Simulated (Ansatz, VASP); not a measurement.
# One calculation of Ti, two programs

The input INCAR:

```
PREC = Accurate
ENCUT = 400
EDIFF = 1E-6
ISMEAR = 1
SIGMA = 0.1
LREAL = False
LASPH = True
NELM = 120
ALGO = Normal
ISIF = 2
LWAVE = False
LCHARG = True
LDIPOL = True
IDIPOL = 3
DIPOL = 0.5 0.5 0.325
GGA = RE
IVDW = 12
LELF = True
LVHAR = True
LVACPOTAV = True
NBANDS = 25
GGA_COMPAT = False
NELMDL = -8
```

The input KPOINTS:

```
regular mesh
0
Gamma
  15 15 1
```

POSCAR

```
Ti
1.0
    2.8871986946      0.0000000000      0.0000000000
   -1.4435993473      2.5003874153      0.0000000000
    0.0000000000      0.0000000000     28.4367300252
Ti
3
Direct
    0.6666666667      0.3333333333      0.2461605112
    0.3333333333      0.6666666667      0.3228540803
    0.6666666667      0.3333333333      0.4056280889
```

Input for Ansatz:

```yaml
crystal:
  lattice:
    - [2.8871986946, 0.0, 0.0]
    - [-1.4435993473, 2.5003874153, 0.0]
    - [0.0, 0.0, 28.4367300252]
  atoms:
    - { symbol: Ti, position: [0.6666666667, 0.3333333333, 0.2461605112] }
    - { symbol: Ti, position: [0.3333333333, 0.6666666667, 0.3228540803] }
    - { symbol: Ti, position: [0.6666666667, 0.3333333333, 0.4056280889] }
basis:
  ecutwfc: 420
kpoints:
  mp_grid: { grid: [15, 15, 1] }
hamiltonian:
  xc: revpbe
  dispersion: d3bj
  pseudopotentials: { kind: paw, azcp: { folder: soft_1 } }
scf:
  occupations: { method: methfessel_paxton, width: 0.1 }
  n_extra_bands: 7
  max_iter: 160
output:
  forces: true
  eigenvalues: true
efield:
  axis: 3
  dipole_correction: true
```

Alike in both runs: task single point; functional revPBE; dispersion D3(BJ); k mesh 15 × 15 × 1; occupations methfessel-paxton of order 1, width 0.1 eV; no spin polarisation.

|  | VASP | Ansatz |
| --- | --- | --- |
| version | VASP 6.6.1 | Ansatz 0.2.0 |
| potentials or method | VASP PAW PBE potentials, release 64 (Ti_sv), cutoff 400 eV | scalar-relativistic, plane waves, PAW |
| valence electrons in the cell | 36 | 36 |

Ansatz gave:

| Item | Value |
| --- | --- |
| gap on the k mesh at the Fermi level (eV) | none |
| rms of the force components (eV/Å) | 0.199 |

Task: What did VASP give for the same quantities?

Result: gap on the k mesh at the Fermi level (eV): none; rms of the force components (eV/Å): 0.204.

VASP's potentials were made for PBE, not for revPBE. Atom by atom the forces differ by 0.005 eV/Å (rms over components). A gap of «none» marks a metal or a gap that the smearing closes.
